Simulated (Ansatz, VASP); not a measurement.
**TiO2: VASP beside Ansatz**

INCAR

```
ALGO     = Normal         # electronic algorithm
EDIFF    = 1E-7           # SCF threshold, eV
ENCUT    = 520            # plane-wave cutoff, eV
GGA      = PE             # functional
ISIF     = 2              # what is computed and relaxed
ISMEAR   = -1             # smearing method
LASPH    = T              # aspherical terms in the spheres
LCHARG   = T              # write CHGCAR
LELF     = T              # ELF
LREAL    = F              # projectors in reciprocal space
LVHAR    = T            
LWAVE    = F              # write WAVECAR
NBANDS   = 60             # bands
NELM     = 100            # most SCF steps
PREC     = Accurate       # precision mode
SIGMA    = 0.05           # smearing width, eV
```

File KPOINTS:

```
k-points
0
Gamma
  3 9 6
```

The input POSCAR:

```
TiO2
1.0
    9.5216442097      0.0000000000      0.0000000000
    0.0000000000      2.9780932862      0.0000000000
    0.0000000000      0.0000000000      4.9346658468
Ti O
4 8
Direct
    0.6369000000      0.2500000000      0.5646300000
    0.3631000000      0.7500000000      0.4353700000
    0.8631000000      0.7500000000      0.0646300000
    0.1369000000      0.2500000000      0.9353700000
    0.4724000000      0.2500000000      0.2916000000
    0.5276000000      0.7500000000      0.7084000000
    0.0276000000      0.7500000000      0.7916000000
    0.9724000000      0.2500000000      0.2084000000
    0.7663000000      0.2500000000      0.8635000000
    0.2337000000      0.7500000000      0.1365000000
    0.7337000000      0.7500000000      0.3635000000
    0.2663000000      0.2500000000      0.6365000000
```

The input input.yaml:

```yaml
crystal:
  lattice:
    - [9.5216442097, 0.0, 0.0]
    - [0.0, 2.9780932862, 0.0]
    - [0.0, 0.0, 4.9346658468]
  atoms:
    - { symbol: Ti, position: [0.6369, 0.25, 0.56463] }
    - { symbol: Ti, position: [0.3631, 0.75, 0.43537] }
    - { symbol: Ti, position: [0.8631, 0.75, 0.06463] }
    - { symbol: Ti, position: [0.1369, 0.25, 0.93537] }
    - { symbol: O, position: [0.4724, 0.25, 0.2916] }
    - { symbol: O, position: [0.5276, 0.75, 0.7084] }
    - { symbol: O, position: [0.0276, 0.75, 0.7916] }
    - { symbol: O, position: [0.9724, 0.25, 0.2084] }
    - { symbol: O, position: [0.7663, 0.25, 0.8635] }
    - { symbol: O, position: [0.2337, 0.75, 0.1365] }
    - { symbol: O, position: [0.7337, 0.75, 0.3635] }
    - { symbol: O, position: [0.2663, 0.25, 0.6365] }
hamiltonian:
  xc: pbe
  pseudopotentials: { kind: paw }
kpoints:
  mp_grid: { grid: [3, 9, 6] }
scf:
  occupations: { method: fermi_dirac, width: 0.05 }
output:
  forces: true
  stress: true
  eigenvalues: true
```

Alike in both runs: task single point; functional PBE; k mesh 3 × 9 × 6; occupations fermi-dirac, width 0.05 eV; no spin polarisation.

```csv
,VASP,Ansatz
version,VASP 6.6.1,Ansatz 0.2.0
potentials or method,"VASP PAW PBE potentials, release 64 (Ti_sv, O)",Ansatz PAW
plane-wave cutoff (eV),520,420
valence electrons in the cell,96,96
```

VASP gave:

```
gap on the k mesh at the Fermi level (eV)                     : 2.41
least direct gap on the mesh (eV)                             : 2.45
pressure (GPa)                                                : -1.8
traceless stress, the component that is largest in VASP (GPa) : -0.14
rms of the force components (eV/Å)                            : 0.208
```

Question: Estimate Ansatz's values.

Answer: gap on the k mesh at the Fermi level (eV): 2.43; least direct gap on the mesh (eV): 2.47; pressure (GPa): -2.5; traceless stress, the component that is largest in VASP (GPa): -0.16; rms of the force components (eV/Å): 0.231.

Atom by atom the forces differ by 0.023 eV/Å (rms over components). The functional is the same, so the differences come from potentials, cutoffs and numerics.

Noted on Ansatz's run: odd divisions of the mesh miss points on the zone boundary, where band edges often lie, so the gap on the mesh can be too wide.
